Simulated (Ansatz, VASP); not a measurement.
ScPtC6N6: VASP beside Ansatz

File INCAR:

```
PREC = Accurate
ENCUT = 520
EDIFF = 1E-6
ISMEAR = 0
SIGMA = 0.1
LREAL = False
LASPH = True
NELM = 100
ALGO = Normal
ISIF = 2
LWAVE = False
LCHARG = True
GGA = PE
LELF = True
LVHAR = True
NBANDS = 50
```

The input KPOINTS:

```
regular mesh
0
Gamma
  4 4 4
```

The input POSCAR:

```
ScPtC6N6
1.0
    0.0000000000      5.1995000000      5.1995000000
    5.1995000000      0.0000000000      5.1995000000
    5.1995000000      5.1995000000      0.0000000000
Sc Pt C N
1 1 6 6
Direct
    0.0000000000      0.0000000000      0.0000000000
    0.5000000000      0.5000000000      0.5000000000
    0.8055582300      0.1944417700      0.1944417700
    0.1944417700      0.8055582300      0.1944417700
    0.1944417700      0.1944417700      0.8055582300
    0.1944417700      0.8055582300      0.8055582300
    0.8055582300      0.1944417700      0.8055582300
    0.8055582300      0.8055582300      0.1944417700
    0.6930474100      0.3069525900      0.3069525900
    0.3069525900      0.6930474100      0.3069525900
    0.3069525900      0.3069525900      0.6930474100
    0.3069525900      0.6930474100      0.6930474100
    0.6930474100      0.3069525900      0.6930474100
    0.6930474100      0.6930474100      0.3069525900
```

Input for Ansatz:

```yaml
crystal:
  lattice:
    - [0.0, 5.1995, 5.1995]
    - [5.1995, 0.0, 5.1995]
    - [5.1995, 5.1995, 0.0]
  atoms:
    - { symbol: Sc, position: [0.0, 0.0, 0.0] }
    - { symbol: Pt, position: [0.5, 0.5, 0.5] }
    - { symbol: C, position: [0.80555823, 0.19444177, 0.19444177] }
    - { symbol: C, position: [0.19444177, 0.80555823, 0.19444177] }
    - { symbol: C, position: [0.19444177, 0.19444177, 0.80555823] }
    - { symbol: C, position: [0.19444177, 0.80555823, 0.80555823] }
    - { symbol: C, position: [0.80555823, 0.19444177, 0.80555823] }
    - { symbol: C, position: [0.80555823, 0.80555823, 0.19444177] }
    - { symbol: "N", position: [0.69304741, 0.30695259, 0.30695259] }
    - { symbol: "N", position: [0.30695259, 0.69304741, 0.30695259] }
    - { symbol: "N", position: [0.30695259, 0.30695259, 0.69304741] }
    - { symbol: "N", position: [0.30695259, 0.69304741, 0.69304741] }
    - { symbol: "N", position: [0.69304741, 0.30695259, 0.69304741] }
    - { symbol: "N", position: [0.69304741, 0.69304741, 0.30695259] }
basis:
  ecutwfc: 420
kpoints:
  mp_grid: { grid: [4, 4, 4] }
hamiltonian:
  xc: pbe
scf:
  occupations: { method: gaussian, width: 0.1 }
  lower_state_search: "off"
output:
  forces: true
  stress: true
  eigenvalues: true
```

Alike in both runs: task single point; functional PBE; k mesh 4 × 4 × 4; occupations gaussian, width 0.1 eV; no spin polarisation.

|  | VASP | Ansatz |
| --- | --- | --- |
| version | VASP 6.6.1 | Ansatz 0.2.0 |
| potentials or method | VASP PAW PBE potentials, release 64 (Sc_sv, Pt, C, N), cutoff 520 eV | scalar-relativistic, plane waves, PAW |
| valence electrons in the cell | 75 | 83 |

Ansatz gave:

```
gap on the k mesh at the Fermi level (eV) : none
pressure (GPa)                            : 10.6
rms of the force components (eV/Å)        : 1.491
```

Q: What did VASP give for the same quantities?

A: gap on the k mesh at the Fermi level (eV): none; pressure (GPa): 11.1; rms of the force components (eV/Å): 1.383.

Atom by atom the forces differ by 0.170 eV/Å (rms over components). A gap of «none» marks a metal or a gap that the smearing closes. VASP's potentials hold 75 valence electrons a cell and Ansatz's 83, so a difference there can come from the potentials and not from the codes.

Spin-orbit coupling is off throughout. Noted on VASP's run: the standard files for N, O and F lose accuracy on very short bonds.
